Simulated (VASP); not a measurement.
# Pb (P6_3/mmc) in VASP: a series of runs

Runs on Pb. Level: LDA. Tasks: single point.

Program: VASP 6.6.1. These are calculated values, not measurements. Logs are shortened: lines on timing, memory, paths and dates and some standing lists are left out, and cuts for length are marked.

### Step 1. The cell of the first run

The structure is hexagonal, space group P6_3/mmc (No. 194). Conventional cell: a = 3.571 Å, b = 3.571 Å, c = 11.647 Å, α = 90.00°, β = 90.00°, γ = 120.00°. Pb (site symmetry -6m2) has 12 Pb at 3.57 Å within 4.7 Å. Pb (site symmetry -3m) has 12 Pb at 3.57 Å within 4.7 Å.

This isn't the form of Pb at room conditions, which is fcc.

### Step 2. Single point, LDA

File INCAR:

```
ALGO = Fast
EDIFF = 1E-6
ENCUT = 520
ISIF = 2
ISMEAR = -1
LASPH = T
LCHARG = F
LREAL = F
LWAVE = F
NBANDS = 36
NELM = 100
PREC = Accurate
SIGMA = 0.05
```

File KPOINTS:

```
k-points
0
Gamma
  9 9 3
```

File POSCAR:

```
Pb
1.0
    3.5707446996      0.0000000000      0.0000000000
   -1.7853723498      3.0923556203      0.0000000000
    0.0000000000      0.0000000000     11.6465123390
Pb
4
Direct
    0.6666666667      0.3333333333      0.7500000000
    0.0000000000      0.0000000000      0.5000000000
    0.3333333333      0.6666666667      0.2500000000
    0.0000000000      0.0000000000      0.0000000000
```

Potentials or basis: VASP PAW LDA potentials, release 64 (Pb_d).

Started as:

```bash
> cat potpaw_LDA.64/Pb_d/POTCAR > POTCAR
> mpirun -np 1 vasp_std > vasp.out
```

OUTCAR:

```text
EDIFF = 1E-6
   ENCUT = 520
   ISIF = 2
   ISMEAR = -1
   LASPH = T
   LREAL = F
   NELM = 100
   PREC = Accurate

 ion  position               nearest neighbor table
   1  0.667  0.333  0.750-   2 3.57   4 3.57   2 3.57   4 3.57   2 3.57   4 3.57
   2  0.000  0.000  0.500-   1 3.57   3 3.57   1 3.57   3 3.57   1 3.57   3 3.57
   3  0.333  0.667  0.250-   2 3.57   4 3.57   2 3.57   4 3.57   2 3.57   4 3.57
   4  0.000  0.000  0.000-   1 3.57   3 3.57   1 3.57   3 3.57   1 3.57   3 3.57

  LATTYP: Found a hexagonal cell.
 ALAT       =     3.5707446996
 C/A-ratio  =     3.2616480087

  Lattice vectors:

 A1 = (   3.5707446996,   0.0000000000,   0.0000000000)
 A2 = (  -1.7853723498,   3.0923556203,   0.0000000000)
 A3 = (   0.0000000000,   0.0000000000,  11.6465123390)

Analysis of symmetry for initial positions (statically):
=====================================================================
 Subroutine PRICEL returns:
 Original cell was already a primitive cell.

 Routine SETGRP: Setting up the symmetry group for a
 hexagonal supercell.

 Subroutine GETGRP returns: Found 24 space group operations
 (whereof 12 operations were pure point group operations)
 out of a pool of 24 trial point group operations.

The static configuration has the point symmetry D_3d.
 The point group associated with its full space group is D_6h.

Analysis of symmetry for dynamics (positions and initial velocities):
=====================================================================
 Subroutine PRICEL returns:
 Original cell was already a primitive cell.

 Routine SETGRP: Setting up the symmetry group for a
 hexagonal supercell.

 Subroutine GETGRP returns: Found 24 space group operations
 (whereof 12 operations were pure point group operations)
 out of a pool of 24 trial point group operations.

The dynamic configuration has the point symmetry D_3d.
 The point group associated with its full space group is D_6h.

 Subroutine INISYM returns: Found 24 space group operations
 (whereof 12 operations are pure point group operations),
 and found     1 'primitive' translations

----------------------------------------------------------------------------------------

                                     Primitive cell

  volume of cell :     128.6009

  direct lattice vectors                    reciprocal lattice vectors
     3.570744700  0.000000000  0.000000000     0.280053626  0.161689036  0.000000000
    -1.785372350  3.092355620  0.000000000     0.000000000  0.323378073  0.000000000
     0.000000000  0.000000000 11.646512339     0.000000000  0.000000000  0.085862615

  length of vectors
     3.570744700  3.570744700 11.646512339     0.323378073  0.323378073  0.085862615

  position of ions in fractional coordinates (direct lattice)
     0.666666667  0.333333333  0.750000000
     0.000000000  0.000000000  0.500000000
     0.333333333  0.666666667  0.250000000
     0.000000000  0.000000000  0.000000000

  ion indices of the primitive-cell ions
   primitive index   ion index
                 1           1
                 2           2
                 3           3
                 4           4

----------------------------------------------------------------------------------------

 KPOINTS: k-points

Automatic generation of k-mesh.
 Grid dimensions read from file:
 generate k-points for:    9    9    3

 Generating k-lattice:

  Cartesian coordinates                     Fractional coordinates (reciprocal lattice)
     0.031117070  0.017965448  0.000000000     0.111111111 -0.000000000  0.000000000
     0.000000000  0.035930897  0.000000000     0.000000000  0.111111111  0.000000000
     0.000000000  0.000000000  0.028620872     0.000000000  0.000000000  0.333333333

  Length of vectors
     0.035930897  0.035930897  0.028620872

  Shift w.r.t. Gamma in fractional coordinates (k-lattice)
     0.000000000  0.000000000  0.000000000

 Subroutine IBZKPT returns following result:
 ===========================================

 Found     24 irreducible k-points:

 Following reciprocal coordinates:
            Coordinates               Weight
  0.000000  0.000000  0.000000      1.000000
  0.111111  0.000000  0.000000      6.000000
  0.222222 -0.000000  0.000000      6.000000
  0.333333  0.000000  0.000000      6.000000
  0.444444 -0.000000  0.000000      6.000000
  0.111111  0.111111  0.000000      6.000000
[... 16 lines left out ...]
  0.333333  0.222222  0.333333     24.000000
  0.333333  0.333333  0.333333      4.000000
   k-points           NKPTS =     24   k-points in BZ     NKDIM =     24   number of bands    NBANDS=     36
   number of dos      NEDOS =    301   number of ions     NIONS =      4
   total plane-waves  NPLWV =  70560
   dimension x,y,z NGX =    28 NGY =   28 NGZ =   90
   dimension x,y,z NGXF=    56 NGYF=   56 NGZF=  180
   ions per type =               4
   NGX,Y,Z   is equivalent  to a cutoff of  13.04, 13.04, 12.85 a.u.
   NGXF,Y,Z  is equivalent  to a cutoff of  26.07, 26.07, 25.69 a.u.
 SYSTEM =  unknown system
   PREC   = accura    normal or accurate (medium, high low for compatibility)
   ISTART =      0    job   : 0-new  1-cont  2-samecut
   ICHARG =      2    charge: 1-file 2-atom 10-const
   ISPIN  =      1    spin polarized calculation?
   LNONCOLLINEAR =      F non collinear calculations
   LSORBIT =      F    spin-orbit coupling
   LASPH  =      T    aspherical Exc in radial PAW
   ENCUT  =  520.0 eV  38.22 Ry    6.18 a.u.   6.64  6.64 21.65*2*pi/ulx,y,z
   NELM   =    100;   NELMIN=  2; NELMDL= -5     # of ELM steps
   EDIFF  = 0.1E-05   stopping-criterion for ELM
   LREAL  =      F    real-space projection
   EDIFFG = 0.1E-04   stopping-criterion for IOM
   NSW    =      0    number of steps for IOM
   IBRION =     -1    ionic relax: 0-MD 1-quasi-New 2-CG
   NFREE  =      0    steps in history (QN), initial steepest desc. (CG)
   ISIF   =      2    stress and relaxation
   ISYM   =      2    0-nonsym 1-usesym 2-fastsym
   POTIM  = 0.5000    time-step for ionic-motion
   TEBEG  =    0.0;   TEEND  =   0.0 temperature during run
   PSTRESS=    0.0 pullay stress
   NELECT =      56.0000    total number of electrons
   NUPDOWN=      -1.0000    fix difference up-down
   EMIN   =  10.00;   EMAX   =-10.00  energy-range for DOS
   EFERMI =   0.00;   METHOD = LEGACY
   ISMEAR =    -1;   SIGMA  =   0.05  broadening in eV -4-tet -1-fermi 0-gaus
   EFERMI_NEDOS =   21; number of points for ismear=-14 and -15
   IALGO  =     68    algorithm
   IMIX   =      4    mixing-type and parameters
     AMIX     =   0.40;   BMIX     =  1.00
     AMIX_MAG =   1.60;   BMIX_MAG =  1.00
  volume/ion in A,a.u.               =      32.15       216.96
  Fermi-wavevector in a.u.,A,eV,Ry     =   1.240860  2.344885 20.949348  1.539734
  Thomas-Fermi vector in A             =   2.375283
   LORBIT       =      0    0 simple, 1 ext, 2 COOP (PROOUT), +10 PAW based schemes
   GGA     = CA    functional components
   LHFCALC =     F    Hartree Fock is set to
   AEXX    =    0.0000 exact exchange contribution
   IVDW    =     0    specifies the selected vdW correction
   LEPSILON=     F    determine dielectric tensor
   LRPA    =     F    only Hartree local field effects (RPA)
 non-spin polarized calculation
 RMM-DIIS sequential band-by-band and
  energy-cutoff  :      520.00
  volume of cell :      128.60
 maximum number of plane-waves:      3523
 NGX is ok and might be reduce to    28
   NGX = 13   NGY = 13   NGZ = 43

 number of electron      55.9999992 magnetization

 Free energy of the ion-electron system (eV)
  ---------------------------------------------------
  ext. energy  EPLUGINS =         0.00000000
  ---------------------------------------------------
  free energy    TOTEN  =       -16.86284028 eV

  energy without entropy =      -16.85328991  energy(sigma->0) =      -16.85806509

 E-fermi :   6.3410     XC(G=0): -10.1796

 val. band max:        6.2777790536   @ k =   0.3333   0.1111   0.3333
 cond. band min:       6.5177398334   @ k =   0.2222  -0.0000   0.0000
 fundamental gap:      0.2399607797
 Fermi energy:         6.3409944250

 k-point     1 :       0.0000    0.0000    0.0000
  band No.  band energies     occupation
      1     -10.6441      2.00000
      2     -10.6377      2.00000
      3     -10.6222      2.00000
      4     -10.6222      2.00000
      5     -10.6061      2.00000
      6     -10.6061      2.00000
[... 28 lines left out ...]
     35      13.2167      0.00000
     36      13.3221      0.00000

 k-point     2 :       0.1111    0.0000    0.0000
  band No.  band energies     occupation
      1     -10.6423      2.00000
      2     -10.6374      2.00000
      3     -10.6180      2.00000
      4     -10.6121      2.00000
      5     -10.5994      2.00000
      6     -10.5990      2.00000
[... 28 lines left out ...]
     35      13.0773      0.00000
     36      13.3011      0.00000

 k-point     3 :       0.2222   -0.0000    0.0000
  band No.  band energies     occupation
      1     -10.6727      2.00000
      2     -10.6559      2.00000
      3     -10.6264      2.00000
      4     -10.6071      2.00000
      5     -10.5886      2.00000
      6     -10.5739      2.00000
[... 28 lines left out ...]
     35      12.0891      0.00000
     36      12.8051      0.00000

 k-point     4 :       0.3333    0.0000    0.0000
  band No.  band energies     occupation
      1     -10.7090      2.00000
      2     -10.6764      2.00000
      3     -10.6630      2.00000
      4     -10.6175      2.00000
      5     -10.6115      2.00000
      6     -10.5893      2.00000
[... 28 lines left out ...]
     35      10.7190      0.00000
     36      12.0794      0.00000

 k-point     5 :       0.4444   -0.0000    0.0000
  band No.  band energies     occupation
      1     -10.7319      2.00000
      2     -10.6904      2.00000
      3     -10.6877      2.00000
      4     -10.6353      2.00000
      5     -10.6221      2.00000
      6     -10.6013      2.00000
[... 655 lines left out ...]
 k-point    22 :       0.2222    0.2222    0.3333
  band No.  band energies     occupation
      1     -10.6542      2.00000
      2     -10.6378      2.00000
      3     -10.6371      2.00000
      4     -10.6193      2.00000
      5     -10.6044      2.00000
      6     -10.5969      2.00000
[... 28 lines left out ...]
     35      10.9110      0.00000
     36      10.9160      0.00000

 k-point    23 :       0.3333    0.2222    0.3333
  band No.  band energies     occupation
      1     -10.6656      2.00000
      2     -10.6587      2.00000
      3     -10.6233      2.00000
      4     -10.6167      2.00000
      5     -10.6005      2.00000
      6     -10.5944      2.00000
[... 28 lines left out ...]
     35       9.7854      0.00000
     36      10.3490      0.00000

 k-point    24 :       0.3333    0.3333    0.3333
  band No.  band energies     occupation
      1     -10.6584      2.00000
      2     -10.6584      2.00000
      3     -10.6322      2.00000
      4     -10.6023      2.00000
      5     -10.5637      2.00000
      6     -10.5637      2.00000
[... 28 lines left out ...]
     35       9.2225      0.00000
     36       9.9951      0.00000

------------------------ aborting loop because EDIFF is reached ----------------------------------------

  FORCE on cell =-STRESS in cart. coord.  units (eV):
  Direction    XX          YY          ZZ          XY          YZ          ZX
  --------------------------------------------------------------------------------------
  -------------------------------------------------------------------------------------
  Total       -3.6554244     -3.6554244     -3.3850833      0.0000000      0.0000000      0.0000000
  in kB      -45.5411781    -45.5411781    -42.1731280      0.0000000      0.0000000      0.0000000
  external PRESSURE =     -44.4184948 kB  Pullay stress =       0.0000000 kB

 VOLUME and BASIS-vectors are now :
 -----------------------------------------------------------------------------
  energy-cutoff  :      520.00
  volume of cell :      128.60
      direct lattice vectors                 reciprocal lattice vectors
     3.570744700  0.000000000  0.000000000     0.280053626  0.161689036  0.000000000
    -1.785372350  3.092355620  0.000000000     0.000000000  0.323378073  0.000000000
     0.000000000  0.000000000 11.646512339     0.000000000  0.000000000  0.085862615

 POSITION                                       TOTAL-FORCE (eV/Angst)
 -----------------------------------------------------------------------------------
      1.78537      1.03079      8.73488         0.000000     -0.000000     -0.000000
      0.00000      0.00000      5.82326         0.000000      0.000000     -0.000000
     -0.00000      2.06157      2.91163        -0.000000      0.000000      0.000000
      0.00000      0.00000      0.00000        -0.000000      0.000000     -0.000000
 -----------------------------------------------------------------------------------
    total drift:                                0.000000     -0.000000      0.000000

  FREE ENERGIE OF THE ION-ELECTRON SYSTEM (eV)
  ---------------------------------------------------
  free  energy   TOTEN  =       -16.8628402758 eV

  energy  without entropy=      -16.8532899136  energy(sigma->0) =      -16.85806509
```

It took 3.4 min on 1 thread of AMD EPYC 7R43 (Zen 3), shared host; peak memory 0.2 GiB.

What came out:

| Property | Result |
| --- | --- |
| Free energy | -16.8628 eV |
| Pressure | -4.4 GPa |
| Band gap on the k mesh | zero (bands 28 and 29 overlap by 7.19 eV) |

Stress tensor (GPa, compression positive):
```
-4.55  0.00  0.00
 0.00 -4.55  0.00
 0.00  0.00 -4.22
```

Levels at points of the mesh, in eV from the Fermi level:
| k point | band 24 | band 25 | band 26 | band 27 | band 28 | band 29 | band 30 | band 31 | band 32 | band 33 |
| --- | --- | --- | --- | --- | --- | --- | --- | --- | --- | --- |
| (0.00, 0.00, 0.00) | -8.07 | -3.89 | 0.68 | 0.69 | 5.20 | 5.20 | 5.92 | 5.92 | 6.00 | 6.00 |

Caveat: the cell stands under tension; spin-orbit coupling is left out, which moves the levels of the heavy elements.

(Part 1 of 2 ends here.)
